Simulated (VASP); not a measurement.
# Sn (R-3m) in VASP: further runs, part 2 of 2

VASP 6.6.1. The steps go on from the part before.

## Step 6: Single point, r2SCAN (epitaxial 111 strain +3.0%)

Input file POSCAR:

```
Sn
1.0
   -0.1080365728      3.2749570008      3.2749570008
    3.2749570008     -0.1080365728      3.2749570008
    3.2749570008      3.2749570008     -0.1080365728
Sn
2
Direct
   -0.0028307295     -0.0028307295     -0.0028307295
    0.2528307295      0.2528307295      0.2528307295
```

Input file INCAR.step1:

```
SYSTEM = Sn
PREC = Accurate
ENCUT = 520
ISMEAR = -1
SIGMA = 0.02
LREAL = .FALSE.
LASPH = .TRUE.
NELM = 100
NBANDS = 21
GGA = PE
ALGO = Normal
EDIFF = 1E-4
LWAVE = .TRUE.
LCHARG = .FALSE.
```

Input file INCAR.step2:

```
SYSTEM = Sn
PREC = Accurate
ENCUT = 520
EDIFF = 1E-6
ISMEAR = -1
SIGMA = 0.02
LREAL = .FALSE.
LASPH = .TRUE.
NELM = 100
ALGO = Normal
ISIF = 2
LWAVE = .FALSE.
LCHARG = .TRUE.
METAGGA = R2SCAN
LMIXTAU = .TRUE.
LELF = .TRUE.
LVHAR = .TRUE.
NBANDS = 21
ISTART = 1
```

Input file KPOINTS:

```
regular mesh
0
G
  6 6 6
  0 0 0
```

Potentials or basis: VASP PAW PBE potentials, release 64 (Sn_d).

Launch:

```console
$ cat potpaw_PBE.64/Sn_d/POTCAR > POTCAR
$ cp INCAR.step1 INCAR
$ mpirun -np 1 vasp_std > vasp.out
$ cp INCAR.step2 INCAR
$ mpirun -np 1 vasp_std > vasp.out
```

OUTCAR:

```text
SYSTEM = Sn
   PREC = Accurate
   ENCUT = 520
   EDIFF = 1E-6
   ISMEAR = -1
   LREAL = .FALSE.
   LASPH = .TRUE.
   NELM = 100
   ISIF = 2
   METAGGA = R2SCAN
   ISTART = 1

 ion  position               nearest neighbor table
   1  0.997  0.997  0.997-   2 2.85   2 2.89   2 2.89   2 2.89
   2  0.253  0.253  0.253-   1 2.85   1 2.89   1 2.89   1 2.89

  LATTYP: Found a trigonal (rhomboedric) cell.
 ALAT       =     4.6327484947
 COS(alpha) =     0.4667573250

  Lattice vectors:

 A1 = (  -0.1080365728,   3.2749570008,   3.2749570008)
 A2 = (   3.2749570008,  -0.1080365728,   3.2749570008)
 A3 = (   3.2749570008,   3.2749570008,  -0.1080365728)

Analysis of symmetry for initial positions (statically):
=====================================================================
 Subroutine PRICEL returns:
 Original cell was already a primitive cell.

 Routine SETGRP: Setting up the symmetry group for a
 trigonal (rhombohedral) supercell.

 Subroutine GETGRP returns: Found 12 space group operations
 (whereof  6 operations were pure point group operations)
[... 162 lines left out ...]
  free energy    TOTEN  =       -49.43295947 eV

  energy without entropy =      -49.43236657  energy(sigma->0) =      -49.43266302

 E-fermi :   4.6045     XC(G=0):  -9.2363

 val. band max:        4.5675919197   @ k =   0.1667   0.0000   0.0000
 cond. band min:       4.6904395633   @ k =   0.0000   0.0000   0.0000
 fundamental gap:      0.1228476436
 Fermi energy:         4.6045136171

 k-point     1 :       0.0000    0.0000    0.0000
  band No.  band energies     occupation
      1     -17.4886      2.00000
      2     -17.4477      2.00000
      3     -17.4477      2.00000
      4     -17.4046      2.00000
      5     -17.4046      2.00000
      6     -17.1591      2.00000
[... 565 lines left out ...]
     20      13.8104      0.00000
     21      15.2089      0.00000

 [... further k-points ...]

------------------------ aborting loop because EDIFF is reached ----------------------------------------

  FORCE on cell =-STRESS in cart. coord.  units (eV):
  Direction    XX          YY          ZZ          XY          YZ          ZX
  --------------------------------------------------------------------------------------
  -------------------------------------------------------------------------------------
  Total       -0.7021963     -0.7021963     -0.7021963      0.3399735      0.3399735      0.3399735
  in kB      -15.2599919    -15.2599919    -15.2599919      7.3882373      7.3882373      7.3882373
  external PRESSURE =     -15.2599919 kB  Pullay stress =       0.0000000 kB

 VOLUME and BASIS-vectors are now :
 -----------------------------------------------------------------------------
  energy-cutoff  :      520.00
  volume of cell :       73.73
      direct lattice vectors                 reciprocal lattice vectors
    -0.108036573  3.274957001  3.274957001    -0.145319375  0.150276812  0.150276812
     3.274957001 -0.108036573  3.274957001     0.150276812 -0.145319375  0.150276812
     3.274957001  3.274957001 -0.108036573     0.150276812  0.150276812 -0.145319375

 POSITION                                       TOTAL-FORCE (eV/Angst)
 -----------------------------------------------------------------------------------
      6.42364      6.42364      6.42364         0.001677      0.001677      0.001677
      1.62870      1.62870      1.62870        -0.001677     -0.001677     -0.001677
 -----------------------------------------------------------------------------------
    total drift:                                0.000000      0.000000     -0.000000

  FREE ENERGIE OF THE ION-ELECTRON SYSTEM (eV)
  ---------------------------------------------------
  free  energy   TOTEN  =       -49.4329594660 eV

  energy  without entropy=      -49.4323665695  energy(sigma->0) =      -49.43266302
```

OSZICAR.step1:

```text
N       E                     dE             d eps       ncg     rms          rms(c)
DAV:   1     0.223794063802E+03    0.22379E+03   -0.14613E+04  1349   0.188E+03
DAV:   2     0.163981053328E+02   -0.20740E+03   -0.20336E+03  1359   0.438E+02
DAV:   3    -0.689187779695E+01   -0.23290E+02   -0.23130E+02  1574   0.138E+02
DAV:   4    -0.766023193093E+01   -0.76835E+00   -0.76808E+00  1509   0.279E+01
DAV:   5    -0.769213169735E+01   -0.31900E-01   -0.31899E-01  1999   0.529E+00    0.288E+00
DAV:   6    -0.765977637360E+01    0.32355E-01   -0.26128E-02  1794   0.200E+00    0.169E+00
DAV:   7    -0.764492552849E+01    0.14851E-01   -0.42250E-02  1588   0.210E+00    0.161E-01
DAV:   8    -0.764663857492E+01   -0.17130E-02   -0.54826E-03  1499   0.791E-01    0.527E-02
DAV:   9    -0.764705730935E+01   -0.41873E-03   -0.41411E-04  1268   0.140E-01    0.199E-02
DAV:  10    -0.764712531606E+01   -0.68007E-04   -0.94236E-05  1190   0.648E-02
   1 F= -.76471253E+01 E0= -.76468285E+01  d E =-.593567E-03
```

It took 1.9 min on 1 thread of AMD EPYC 9R45 (Zen 5), shared host; peak memory 0.2 GiB.

What came out:

- Free energy: -49.4330 eV
- Pressure: -1.5 GPa
- Band gap on the k mesh: zero (bands 14 and 15 overlap by 0.33 eV)

Forces on the atoms (eV/Å):
```
Sn   0.002  0.002  0.002
Sn  -0.002 -0.002 -0.002
```

Stress tensor (GPa, compression positive):
```
-1.53  0.74  0.74
 0.74 -1.53  0.74
 0.74  0.74 -1.53
```

Levels at points of the mesh, in eV from the Fermi level:
| k point | band 11 | band 12 | band 13 | band 14 | band 15 | band 16 | band 17 | band 18 |
| --- | --- | --- | --- | --- | --- | --- | --- | --- |
| (0.00, 0.00, 0.00) | -10.43 | -0.78 | 0.09 | 0.09 | 0.43 | 2.33 | 2.33 | 2.66 |
| (0.50, 0.00, 0.00) | -8.91 | -6.14 | -0.97 | -0.79 | 0.31 | 3.57 | 3.61 | 6.25 |
| (0.50, 0.50, 0.00) | -7.45 | -7.35 | -2.38 | -2.07 | 0.96 | 1.42 | 7.60 | 7.90 |
| (0.50, 0.50, 0.50) | -8.69 | -6.05 | -1.14 | -1.14 | -0.25 | 3.37 | 3.37 | 5.92 |

Caveat: the cell differs from its parent crystal (epitaxial 111 strain +3.0%); the PAW data sets were made with another functional, which shifts forces and pressure a little; spin-orbit coupling is left out, which moves the levels of the heavy elements.

## Step 7: Overview

```csv
level,cell,k mesh,grid for exact exchange (PRECFOCK),share of exact exchange,screening parameter,gap on the mesh (eV),pressure (GPa),largest force (eV/Å)
HSE06,"a = 4.633 Å, angles 62.2°, 2 atoms",4 × 4 × 4,Normal,0.25,0.2079 1/Å,none,-1.3,0.03
PBE,"a = 4.491 Å, angles 62.3°, 2 atoms",6 × 6 × 6,-,-,-,none,4.1,0.07
PBE,"a = 4.633 Å, angles 62.2°, 2 atoms",6 × 6 × 6,-,-,-,none,0.0,0.03
r2SCAN,"a = 4.491 Å, angles 62.3°, 2 atoms",6 × 6 × 6,-,-,-,none,2.5,0.01
r2SCAN,"a = 4.633 Å, angles 62.2°, 2 atoms",6 × 6 × 6,-,-,-,none,-1.5,-
```

Alike in all rows: task single point; potentials or basis VASP PAW PBE potentials, release 64 (Sn_d); no spin polarisation; cutoff (eV) 520; smearing fermi-dirac 0.02 eV.

Caveats: some runs use coarse meshes; spin-orbit coupling is left out, which moves the levels of the heavy elements; the PAW data sets were made with another functional, which shifts forces and pressure a little (at least some runs); the cell stands under pressure (at least some runs).

Absolute energies hang on the potentials; compare differences alone.
